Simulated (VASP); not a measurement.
# NaF in VASP: a series of runs

The runs below take NaF through single point, with PBE.

Everything below comes from runs of VASP 6.6.1. Logs are shortened: lines on timing, memory, paths and dates and some standing lists are left out, and cuts for length are marked.

## (1) The cell of the first run

The structure is cubic, space group Fm-3m (No. 225). Conventional cell: a = 4.414 Å, b = 4.414 Å, c = 4.414 Å, α = 90.00°, β = 90.00°, γ = 90.00°. Na (site symmetry m-3m) has 6 F at 2.21 Å within 2.9 Å. Within 2.9 Å of F (site symmetry m-3m) lie 6 Na at 2.21 Å.

## (2) Single point, PBE (strain -0.050 along x and y, -0.050 along z)

File INCAR:

```
SYSTEM = NaF
  ALGO = Normal
  EDIFF = 1E-6
  ENCUT = 520
  GGA = PE
  ISIF = 2
  ISMEAR = 0
  LASPH = .True.
  LCHARG = .False.
  LREAL = .False.
  LWAVE = .False.
  NBANDS = 14
  NELM = 100
  PREC = Accurate
  SIGMA = 0.05
```

File KPOINTS:

```
k-points
0
Gamma
  8 8 8
  0 0 0
```

File POSCAR:

```
NaF
1.0
    0.0000000000      2.2071350000      2.2071350000
    2.2071350000      0.0000000000      2.2071350000
    2.2071350000      2.2071350000      0.0000000000
Na F
1 1
Direct
    0.0000000000      0.0000000000      0.0000000000
    0.5000000000      0.5000000000      0.5000000000
```

Potentials or basis: VASP PAW PBE potentials, release 64 (Na_pv, F).

Launch:

```bash
> cat potpaw_PBE.64/Na_pv/POTCAR potpaw_PBE.64/F/POTCAR > POTCAR
> mpirun -np 1 vasp_std > vasp.out
```

OUTCAR:

```text
SYSTEM = NaF
   EDIFF = 1E-6
   ENCUT = 520
   GGA = PE
   ISIF = 2
   ISMEAR = 0
   LASPH = .True.
   LREAL = .False.
   NELM = 100
   PREC = Accurate

 ion  position               nearest neighbor table
   1  0.000  0.000  0.000-   2 2.21   2 2.21   2 2.21   2 2.21   2 2.21   2 2.21
   2  0.500  0.500  0.500-   1 2.21   1 2.21   1 2.21   1 2.21   1 2.21   1 2.21

  LATTYP: Found a face centered cubic cell.
 ALAT       =     4.4142700000

  Lattice vectors:

 A1 = (   0.0000000000,   2.2071350000,   2.2071350000)
 A2 = (   2.2071350000,   0.0000000000,   2.2071350000)
 A3 = (   2.2071350000,   2.2071350000,   0.0000000000)

Analysis of symmetry for initial positions (statically):
[... 33 lines left out ...]
                                     Primitive cell

  volume of cell :      21.5039

  direct lattice vectors                    reciprocal lattice vectors
     0.000000000  2.207135000  2.207135000    -0.226538023  0.226538023  0.226538023
     2.207135000  0.000000000  2.207135000     0.226538023 -0.226538023  0.226538023
     2.207135000  2.207135000  0.000000000     0.226538023  0.226538023 -0.226538023

  length of vectors
     3.121360251  3.121360251  3.121360251     0.392375366  0.392375366  0.392375366

  position of ions in fractional coordinates (direct lattice)
     0.000000000  0.000000000  0.000000000
     0.500000000  0.500000000  0.500000000

  ion indices of the primitive-cell ions
   primitive index   ion index
                 1           1
                 2           2

----------------------------------------------------------------------------------------

 KPOINTS: k-points

Automatic generation of k-mesh.
 Grid dimensions read from file:
 generate k-points for:    8    8    8

 Generating k-lattice:

  Cartesian coordinates                     Fractional coordinates (reciprocal lattice)
    -0.028317253  0.028317253  0.028317253     0.125000000  0.000000000  0.000000000
     0.028317253 -0.028317253  0.028317253     0.000000000  0.125000000  0.000000000
     0.028317253  0.028317253 -0.028317253     0.000000000  0.000000000  0.125000000

  Length of vectors
     0.049046921  0.049046921  0.049046921

  Shift w.r.t. Gamma in fractional coordinates (k-lattice)
     0.000000000  0.000000000  0.000000000

 Subroutine IBZKPT returns following result:
 ===========================================

 Found     29 irreducible k-points:

 Following reciprocal coordinates:
            Coordinates               Weight
  0.000000  0.000000  0.000000      1.000000
  0.125000  0.000000  0.000000      8.000000
  0.250000  0.000000  0.000000      8.000000
  0.375000  0.000000  0.000000      8.000000
  0.500000  0.000000  0.000000      4.000000
  0.125000  0.125000  0.000000      6.000000
[... 16 lines left out ...]
  0.500000  0.250000  0.125000     48.000000
 -0.375000  0.250000  0.125000     24.000000
 [... further k-points ...]
   k-points           NKPTS =     29   k-points in BZ     NKDIM =     29   number of bands    NBANDS=     14
   number of dos      NEDOS =    301   number of ions     NIONS =      2
   total plane-waves  NPLWV =  13824
   dimension x,y,z NGX =    24 NGY =   24 NGZ =   24
   dimension x,y,z NGXF=    48 NGYF=   48 NGZF=   48
   ions per type =               1   1
   NGX,Y,Z   is equivalent  to a cutoff of  12.78, 12.78, 12.78 a.u.
   NGXF,Y,Z  is equivalent  to a cutoff of  25.57, 25.57, 25.57 a.u.
 SYSTEM =  NaF
   PREC   = accura    normal or accurate (medium, high low for compatibility)
   ISTART =      0    job   : 0-new  1-cont  2-samecut
   ICHARG =      2    charge: 1-file 2-atom 10-const
   ISPIN  =      1    spin polarized calculation?
   LNONCOLLINEAR =      F non collinear calculations
   LSORBIT =      F    spin-orbit coupling
   LASPH  =      T    aspherical Exc in radial PAW
   ENCUT  =  520.0 eV  38.22 Ry    6.18 a.u.   5.80  5.80  5.80*2*pi/ulx,y,z
   NELM   =    100;   NELMIN=  2; NELMDL= -5     # of ELM steps
   EDIFF  = 0.1E-05   stopping-criterion for ELM
   LREAL  =      F    real-space projection
   EDIFFG = 0.1E-04   stopping-criterion for IOM
   NSW    =      0    number of steps for IOM
   IBRION =     -1    ionic relax: 0-MD 1-quasi-New 2-CG
   NFREE  =      0    steps in history (QN), initial steepest desc. (CG)
   ISIF   =      2    stress and relaxation
   ISYM   =      2    0-nonsym 1-usesym 2-fastsym
   POTIM  = 0.5000    time-step for ionic-motion
   TEBEG  =    0.0;   TEEND  =   0.0 temperature during run
   PSTRESS=    0.0 pullay stress
   NELECT =      14.0000    total number of electrons
   NUPDOWN=      -1.0000    fix difference up-down
   EMIN   =  10.00;   EMAX   =-10.00  energy-range for DOS
   EFERMI =   0.00;   METHOD = LEGACY
   ISMEAR =     0;   SIGMA  =   0.05  broadening in eV -4-tet -1-fermi 0-gaus
   EFERMI_NEDOS =   21; number of points for ismear=-14 and -15
   IALGO  =     38    algorithm
   IMIX   =      4    mixing-type and parameters
     AMIX     =   0.40;   BMIX     =  1.00
     AMIX_MAG =   1.60;   BMIX_MAG =  1.00
  volume/ion in A,a.u.               =      10.75        72.56
  Fermi-wavevector in a.u.,A,eV,Ry     =   1.418879  2.681292 27.391478  2.013217
  Thomas-Fermi vector in A             =   2.539958
   LORBIT       =      0    0 simple, 1 ext, 2 COOP (PROOUT), +10 PAW based schemes
   GGA     = PE    functional components
   LHFCALC =     F    Hartree Fock is set to
   AEXX    =    0.0000 exact exchange contribution
   IVDW    =     0    specifies the selected vdW correction
   LEPSILON=     F    determine dielectric tensor
   LRPA    =     F    only Hartree local field effects (RPA)
 non-spin polarized calculation
 Gauss-broadening in eV      SIGMA  =   0.05
  energy-cutoff  :      520.00
  volume of cell :       21.50
 maximum number of plane-waves:       604
   NGX = 11   NGY = 11   NGZ = 11

 number of electron      14.0000005 magnetization

 Free energy of the ion-electron system (eV)
  ---------------------------------------------------
  ext. energy  EPLUGINS =         0.00000000
  ---------------------------------------------------
  free energy    TOTEN  =        -8.41099724 eV

  energy without entropy =       -8.41099724  energy(sigma->0) =       -8.41099724

 E-fermi :  -1.0456     XC(G=0):  -9.8736

 val. band max:       -1.3698838265   @ k =   0.0000   0.0000   0.0000
 cond. band min:       5.7942981484   @ k =   0.0000   0.0000   0.0000
 fundamental gap:      7.1641819748
 Fermi energy:        -1.0456107181

 k-point     1 :       0.0000    0.0000    0.0000
  band No.  band energies     occupation
      1     -20.8233      2.00000
      2     -19.9108      2.00000
      3     -19.9108      2.00000
      4     -19.9108      2.00000
      5      -1.3699      2.00000
      6      -1.3699      2.00000
      7      -1.3699      2.00000
      8       5.7943      0.00000
      9      18.6505      0.00000
     10      18.6505      0.00000
     11      18.6505      0.00000
     12      21.8319      0.00000
     13      24.1784      0.00000
     14      24.1784      0.00000

 k-point     2 :       0.1250    0.0000    0.0000
  band No.  band energies     occupation
      1     -20.9566      2.00000
      2     -19.9134      2.00000
      3     -19.9134      2.00000
      4     -19.7487      2.00000
      5      -1.7252      2.00000
      6      -1.4210      2.00000
      7      -1.4210      2.00000
      8       6.3961      0.00000
      9      16.8452      0.00000
     10      18.9542      0.00000
     11      18.9542      0.00000
     12      23.7211      0.00000
     13      23.7211      0.00000
     14      24.0403      0.00000

 k-point     3 :       0.2500    0.0000    0.0000
  band No.  band energies     occupation
      1     -21.1811      2.00000
      2     -19.9195      2.00000
      3     -19.9194      2.00000
      4     -19.4522      2.00000
      5      -2.4531      2.00000
      6      -1.5426      2.00000
      7      -1.5426      2.00000
      8       7.8190      0.00000
      9      14.7487      0.00000
     10      19.6727      0.00000
     11      19.6727      0.00000
     12      23.1284      0.00000
     13      23.1284      0.00000
     14      25.3103      0.00000

 k-point     4 :       0.3750    0.0000    0.0000
  band No.  band energies     occupation
      1     -21.3462      2.00000
      2     -19.9255      2.00000
      3     -19.9255      2.00000
      4     -19.2133      2.00000
      5      -3.0685      2.00000
      6      -1.6615      2.00000
      7      -1.6615      2.00000
      8       9.4214      0.00000
      9      13.2042      0.00000
     10      20.2397      0.00000
     11      20.2397      0.00000
     12      23.1305      0.00000
     13      23.1305      0.00000
     14      24.8375      0.00000

 k-point     5 :       0.5000    0.0000    0.0000
  band No.  band energies     occupation
      1     -21.4047      2.00000
      2     -19.9280      2.00000
      3     -19.9280      2.00000
      4     -19.1232      2.00000
      5      -3.3016      2.00000
      6      -1.7100      2.00000
      7      -1.7100      2.00000
      8      10.3543      0.00000
      9      12.3995      0.00000
     10      20.3752      0.00000
     11      20.3752      0.00000
[... 276 lines left out ...]
 k-point    22 :       0.3750    0.2500    0.1250
  band No.  band energies     occupation
      1     -21.1416      2.00000
      2     -19.9702      2.00000
      3     -19.9326      2.00000
      4     -19.4353      2.00000
      5      -2.6235      2.00000
      6      -1.7559      2.00000
      7      -1.6446      2.00000
      8       8.9205      0.00000
      9      14.0136      0.00000
     10      18.6037      0.00000
     11      20.3088      0.00000
     12      20.4981      0.00000
     13      24.7232      0.00000
     14      28.5617      0.00000

 k-point    23 :       0.5000    0.2500    0.1250
  band No.  band energies     occupation
      1     -21.1744      2.00000
      2     -19.9945      2.00000
      3     -19.9483      2.00000
      4     -19.3474      2.00000
      5      -2.8670      2.00000
      6      -1.9783      2.00000
      7      -1.7534      2.00000
      8      10.4293      0.00000
      9      13.1679      0.00000
     10      17.7092      0.00000
     11      19.6764      0.00000
     12      21.7984      0.00000
     13      24.1138      0.00000
     14      28.8533      0.00000

 k-point    24 :      -0.3750    0.2500    0.1250
  band No.  band energies     occupation
      1     -21.1861      2.00000
      2     -19.9992      2.00000
      3     -19.9605      2.00000
      4     -19.3127      2.00000
      5      -2.9529      2.00000
      6      -2.0766      2.00000
      7      -1.7997      2.00000
      8      11.4211      0.00000
      9      12.5567      0.00000
     10      17.3649      0.00000
     11      19.3859      0.00000
     12      22.4957      0.00000
     13      23.7031      0.00000
     14      29.0435      0.00000

 [... further k-points ...]
[... 5 lines left out ...]
  --------------------------------------------------------------------------------------
  -------------------------------------------------------------------------------------
  Total        1.7537504      1.7537504      1.7537504      0.0000000      0.0000000     -0.0000000
  in kB      130.6657229    130.6657229    130.6657229      0.0000000      0.0000000     -0.0000000
  external PRESSURE =     130.6657229 kB  Pullay stress =       0.0000000 kB

 VOLUME and BASIS-vectors are now :
 -----------------------------------------------------------------------------
  energy-cutoff  :      520.00
  volume of cell :       21.50
      direct lattice vectors                 reciprocal lattice vectors
     0.000000000  2.207135000  2.207135000    -0.226538023  0.226538023  0.226538023
     2.207135000  0.000000000  2.207135000     0.226538023 -0.226538023  0.226538023
     2.207135000  2.207135000  0.000000000     0.226538023  0.226538023 -0.226538023

 POSITION                                       TOTAL-FORCE (eV/Angst)
 -----------------------------------------------------------------------------------
      0.00000      0.00000      0.00000         0.000000     -0.000000      0.000000
      2.20714      2.20714      2.20714        -0.000000      0.000000      0.000000
 -----------------------------------------------------------------------------------
    total drift:                                0.000000     -0.000000      0.000000

  FREE ENERGIE OF THE ION-ELECTRON SYSTEM (eV)
  ---------------------------------------------------
  free  energy   TOTEN  =        -8.4109972373 eV

  energy  without entropy=       -8.4109972373  energy(sigma->0) =       -8.41099724
```

Wall time 4.9 s (1 thread of Intel Xeon Platinum 8259CL at 2.50GHz (Skylake/Cascade Lake), shared host); peak memory 0.13 GiB.

Results:

```
Free energy            : -8.4110 eV
Pressure               : 13.1 GPa
Band gap on the k mesh : 7.16 eV, direct
```

Levels at points of the mesh, in eV from the valence-band top:
| k point | band 4 | band 5 | band 6 | band 7 | band 8 | band 9 | band 10 | band 11 |
| --- | --- | --- | --- | --- | --- | --- | --- | --- |
| (0.00, 0.00, 0.00) | -18.54 | 0.00 | 0.00 | 0.00 | 7.16 | 20.02 | 20.02 | 20.02 |
| (0.50, 0.00, 0.00) | -17.75 | -1.93 | -0.34 | -0.34 | 11.72 | 13.77 | 21.75 | 21.75 |
| (0.50, 0.50, 0.00) | -18.63 | -1.50 | -0.48 | -0.48 | 13.78 | 14.43 | 15.14 | 21.76 |

Caveat: the cell differs from its parent crystal (strain -0.050 along x and y, -0.050 along z).

(Part 1 of 3 ends here.)
